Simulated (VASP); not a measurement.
Input of a VASP 6.6.1 run:

File INCAR:

```
SYSTEM = Si
ALGO = Normal ; EDIFF = 1E-6
ENCUT = 520 ; GGA = PE
ISIF = 2 ; ISMEAR = 0
LASPH = .TRUE. ; LCHARG = .FALSE.
LREAL = .FALSE. ; LWAVE = .FALSE.
NBANDS = 11 ; NELM = 80
PREC = Accurate ; SIGMA = 0.05
```

Contents of KPOINTS:

```
k-points
0
G
  8 8 8
  0 0 0
```

File POSCAR:

```
Si
1.0
    0.0000000000      2.7348811941      2.5160906986
    2.7348811941      0.0000000000      2.5160906986
    2.7348811941      2.7348811941      0.0000000000
Si
2
Direct
    0.5000000000      0.5000000000      0.5000000000
    0.7500000000      0.7500000000      0.7500000000
```

Potentials or basis: VASP PAW PBE potentials, release 64 (Si).

Command:

```bash
$ cat potpaw_PBE.64/Si/POTCAR > POTCAR
$ mpirun -np 1 vasp_std > vasp.out
```

Problem. Predict the pressure.

Solution. 8.4 GPa.

Problem. Estimate the band gap on the k mesh.

Solution. Zero (bands 4 and 5 overlap by 0.38 eV).

Stress tensor (GPa, compression positive):
```
 6.29  0.00  0.00
 0.00  6.29  0.00
 0.00  0.00 12.73
```

Caveat: the cell differs from its parent crystal (strain +0.000 along x and y, -0.080 along z); the cell stands under pressure; semilocal functionals underestimate gaps, so a narrow gap can read as zero.
